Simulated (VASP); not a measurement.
# Be (P6_3/mmc) in VASP: a series of runs, part 2 of 2

VASP 6.6.1. The steps go on from the part before.

## Step 3: Relaxation of cell and atoms, PBE, target pressure 94.7 GPa, at which the enthalpy is minimised

This run uses another cell than the first one, of 5.31 Å³/atom, 0.770 times its volume.

Input file INCAR:

```
SYSTEM = Be
ALGO     = Fast           ! electronic algorithm
EDIFF    = 1E-6           ! SCF threshold, eV
EDIFFG   = -0.002         ! ionic threshold
ENCUT    = 600            ! plane-wave cutoff, eV
GGA      = PE             ! functional
IBRION   = 2              ! ionic algorithm
ISIF     = 3              ! what is computed and relaxed
ISMEAR   = -1             ! smearing method
LASPH    = .True.         ! aspherical terms in the spheres
LCHARG   = .False.        ! write CHGCAR
LREAL    = .False.        ! projectors in reciprocal space
LWAVE    = .False.        ! write WAVECAR
NELM     = 100            ! most SCF steps
NSW      = 80             ! ionic steps
PREC     = Accurate       ! precision mode
PSTRESS  = 947.0        
SIGMA    = 0.1            ! smearing width, eV
```

Input file KPOINTS:

```
k-points
0
Gamma
  24 24 14
  0 0 0
```

Input file POSCAR:

```
Be
1.0
    1.9735924544      0.0000000000      0.0000000000
   -0.9867962272      1.7091812022      0.0000000000
    0.0000000000      0.0000000000      3.1459262728
Be
2
Direct
    0.3333333333      0.6666666667      0.2500000000
    0.6666666667      0.3333333333      0.7500000000
```

Potentials or basis: VASP PAW PBE potentials, release 64 (Be).

Started as:

```bash
$ cat potpaw_PBE.64/Be/POTCAR > POTCAR
$ mpirun -np 1 vasp_std > vasp.out
```

Wall time 29 s (1 thread of Intel Xeon Platinum 8488C (Sapphire Rapids), shared host); peak memory 0.15 GiB.

Results (log left out):

- Free energy: -6.3829 eV
- Relaxed volume: 5.31 Å³/atom
- Relaxed cell: a = 1.973 Å, b = 1.973 Å, c = 3.153 Å, α = 90.00°, β = 90.00°, γ = 120.00°
- Space group after relaxing (to 0.05 Å): P6_3/mmc (No. 194)
- Energy change on relaxing (the enthalpy is what falls): -3.9 meV/atom
- Ionic steps: 6
- Pressure after relaxing: 94.7 GPa
- Band gap on the k mesh: zero (band 2 reaches 11.91 eV, above the bottom of band 3 at 9.34 eV)

The path:
```
step  energy change (eV)  largest force (eV/Å)  pressure (GPa)  volume (Å³)
   1              0.0000                0.0000           95.23        10.61
   2             -0.0159                0.0000           94.18        10.64
   3             -0.0109                0.0000           94.51        10.63
   4             -0.0111                0.0000           94.50        10.63
   5             -0.0061                0.0000           94.80        10.62
   6             -0.0079                0.0000           94.69        10.63
```

Final structure:
```xyz
2
Lattice="1.9727 0.0000 0.0000 -0.9864 1.7084 0.0000 0.0000 0.0000 3.1526" Properties=species:S:1:pos:R:3 pbc="T T T"
Be    0.0000    1.1390    0.7881
Be    0.9864    0.5695    2.3644
```

Levels at points of the mesh, in eV from the Fermi level:
```
           k point  band 1  band 2  band 3  band 4  band 5  band 6
(0.00, 0.00, 0.00)  -13.55   -6.26    2.54   22.16   22.16   25.79
(0.50, 0.00, 0.00)   -6.62   -3.45    4.70    8.02    9.75   12.95
(0.00, 0.00, 0.50)  -11.19  -11.19   13.96   13.96   24.39   24.39
(0.50, 0.00, 0.50)   -4.95   -4.95    3.16    3.16   16.37   16.37
```

Caveat: the cell is relaxed towards a set pressure, so the enthalpy falls and the energy may rise.

## Step 4: Relaxation of shape and atoms at fixed volume, PBE (volume scaled by 1.06)

Input file INCAR:

```
  ALGO = Normal
  EDIFF = 1E-7
  EDIFFG = -0.01
  ENCUT = 600
  GGA = PE
  IBRION = 2
  ISIF = 4
  ISMEAR = 0
  LASPH = True
  LCHARG = False
  LREAL = False
  LWAVE = False
  NELM = 60
  NSW = 50
  PREC = Accurate
  SIGMA = 0.1
```

Input file KPOINTS:

```
k-points
0
Gamma
  21 21 12
```

Input file POSCAR:

```
Be
1.0
    2.3081182701      0.0000000000      0.0000000000
   -1.1540591351      1.9988890568      0.0000000000
    0.0000000000      0.0000000000      3.6334086331
Be
2
Direct
    0.3333333333      0.6666666667      0.2500000000
    0.6666666667      0.3333333333      0.7500000000
```

Started as:

```bash
$ cat potpaw_PBE.64/Be/POTCAR > POTCAR
$ mpirun -np 1 vasp_std > vasp.out
```

Wall time 26 s (1 thread of Oxide Virtual Turin-like, shared host); peak memory 0.12 GiB.

It converged, with:

```yaml
Free_energy: -7.5113 eV
Energy_gained_by_relaxing: 0.0 meV/atom
Ionic_steps: 2
Pressure_after_relaxing: -6.4 GPa
Band_gap_on_the_k_mesh: zero (band 2 reaches 7.53 eV, above the bottom of band 3 at 5.50 eV)
```

Stress tensor (GPa, compression positive):
```
-6.33  0.00  0.00
 0.00 -6.33  0.00
 0.00  0.00 -6.44
```

Final structure:
```yaml
crystal:
  lattice:
    - [2.30901, 0.00000, 0.00000]
    - [-1.15450, 1.99966, 0.00000]
    - [0.00000, 0.00000, 3.63062]
  atoms:
    - { symbol: Be, position: [0.33333, 0.66667, 0.25000] }
    - { symbol: Be, position: [0.66667, 0.33333, 0.75000] }
```

Levels at points of the mesh, in eV from the Fermi level:
| k point | band 1 | band 2 | band 3 | band 4 | band 5 | band 6 |
| --- | --- | --- | --- | --- | --- | --- |
| (0.00, 0.00, 0.00) | -11.07 | -4.26 | 0.91 | 15.21 | 15.21 | 17.95 |
| (0.00, 0.00, 0.50) | -8.95 | -8.95 | 10.24 | 10.24 | 16.78 | 16.78 |

Caveat: the cell differs from its parent crystal (volume scaled by 1.06).

## Step 5: Relaxation of shape and atoms at fixed volume, PBE (volume scaled by 1.10)

Input file INCAR:

```
SYSTEM = Be
PREC = Accurate
ENCUT = 600
EDIFF = 1E-6
ISMEAR = 0
SIGMA = 0.1
LREAL = .False.
LASPH = .True.
NELM = 60
ALGO = Normal
ISIF = 4
LWAVE = .False.
LCHARG = .False.
GGA = PE
IBRION = 2
NSW = 50
EDIFFG = -0.01
```

Input file KPOINTS:

```
Automatic mesh
0
Gamma
  21 21 12
  0 0 0
```

Input file POSCAR:

```
Be
1.0
    2.3379888238      0.0000000000      0.0000000000
   -1.1689944119      2.0247577151      0.0000000000
    0.0000000000      0.0000000000      3.6747882534
Be
2
Direct
    0.3333333333      0.6666666667      0.2500000000
    0.6666666667      0.3333333333      0.7500000000
```

Potentials or basis: VASP PAW PBE potentials, release 64 (Be).

Started as:

```bash
$ cat potpaw_PBE.64/Be/POTCAR > POTCAR
$ mpirun -np 1 vasp_std > vasp.out
```

OUTCAR:

```text
SYSTEM = Be
   PREC = Accurate
   ENCUT = 600
   EDIFF = 1E-6
   ISMEAR = 0
   LREAL = .False.
   LASPH = .True.
   NELM = 60
   ISIF = 4
   GGA = PE
   IBRION = 2
   NSW = 50
   EDIFFG = -0.01

 ion  position               nearest neighbor table
   1  0.333  0.667  0.250-   2 2.28   2 2.28   2 2.28   2 2.28   2 2.28   2 2.28
   2  0.667  0.333  0.750-   1 2.28   1 2.28   1 2.28   1 2.28   1 2.28   1 2.28
[... 459 lines left out ...]

------------------------ aborting loop because EDIFF is reached ----------------------------------------

  FORCE on cell =-STRESS in cart. coord.  units (eV):
  Direction    XX          YY          ZZ          XY          YZ          ZX
  --------------------------------------------------------------------------------------
  -------------------------------------------------------------------------------------
  Total       -1.0652576     -1.0652576     -1.0848222     -0.0000000      0.0000000      0.0000000
  in kB      -98.1109337    -98.1109337    -99.9128460     -0.0000000      0.0000000      0.0000000
  external PRESSURE =     -98.7115712 kB  Pullay stress =       0.0000000 kB

 VOLUME and BASIS-vectors are now :
 -----------------------------------------------------------------------------
  energy-cutoff  :      600.00
  volume of cell :       17.40
      direct lattice vectors                 reciprocal lattice vectors
     2.339183233 -0.000000000 -0.000000000     0.427499644  0.246817035  0.000000000
    -1.169591616  2.025792104  0.000000000     0.000000000  0.493634069 -0.000000000
    -0.000000000  0.000000000  3.671036448     0.000000000  0.000000000  0.272402635

 POSITION                                       TOTAL-FORCE (eV/Angst)
 -----------------------------------------------------------------------------------
     -0.00000      1.35053      0.91776         0.000000      0.000000      0.000000
      1.16959      0.67526      2.75328        -0.000000     -0.000000      0.000000
 -----------------------------------------------------------------------------------
    total drift:                                0.000000     -0.000000      0.000000

  FREE ENERGIE OF THE ION-ELECTRON SYSTEM (eV)
  ---------------------------------------------------
  free  energy   TOTEN  =        -7.4790436010 eV

  energy  without entropy=       -7.4773496861  energy(sigma->0) =       -7.47819664

 reached required accuracy - stopping structural energy minimisation
```

It took 29 s on 1 thread of Oxide Virtual Turin-like, shared host; peak memory 0.12 GiB.

What came out:

```yaml
Free_energy: -7.4790 eV
Energy_gained_by_relaxing: 0.0 meV/atom
Ionic_steps: 2
Pressure_after_relaxing: -9.9 GPa
Band_gap_on_the_k_mesh: zero (band 2 reaches 7.23 eV, above the bottom of band 3 at 5.23 eV)
```

Stress tensor (GPa, compression positive):
```
-9.81  0.00  0.00
 0.00 -9.81  0.00
 0.00  0.00 -9.99
```

Final structure:
```
Be
1.0
     2.33918    0.00000    0.00000
    -1.16959    2.02579    0.00000
     0.00000    0.00000    3.67104
Be
2
Direct
  0.33333 0.66667 0.25000
  0.66667 0.33333 0.75000
```

Caveat: the cell differs from its parent crystal (volume scaled by 1.10).

## Step 6: Overview

```csv
task,cell,k mesh,cutoff (eV),smearing,gap on the mesh (eV),pressure (GPa)
single point,"a = 2.159, b = 2.159, c = 3.417 Å, angles 90.0, 90.0, 120.0°, 2 atoms",24 × 24 × 12,520,fermi-dirac 0.1 eV,none,21.4
relaxation of cell and atoms,"relaxed to 94.7 GPa from a = 1.974, b = 1.974, c = 3.146 Å, angles 90.0, 90.0, 120.0°, 2 atoms",24 × 24 × 14,600,fermi-dirac 0.1 eV,none,94.7
relaxation of shape and atoms at fixed volume,"relaxed from a = 2.308, b = 2.308, c = 3.633 Å, angles 90.0, 90.0, 120.0°, 2 atoms",21 × 21 × 12,600,gaussian 0.1 eV,none,-6.4
relaxation of shape and atoms at fixed volume,"relaxed from a = 2.338, b = 2.338, c = 3.675 Å, angles 90.0, 90.0, 120.0°, 2 atoms",21 × 21 × 12,600,gaussian 0.1 eV,none,-9.9
```

Alike in all rows: level PBE; potentials or basis VASP PAW PBE potentials, release 64 (Be); no spin polarisation.

Caveats: the cell is relaxed towards a set pressure, so the enthalpy falls and the energy may rise (some runs).

Absolute energies hang on the potentials; compare differences alone.
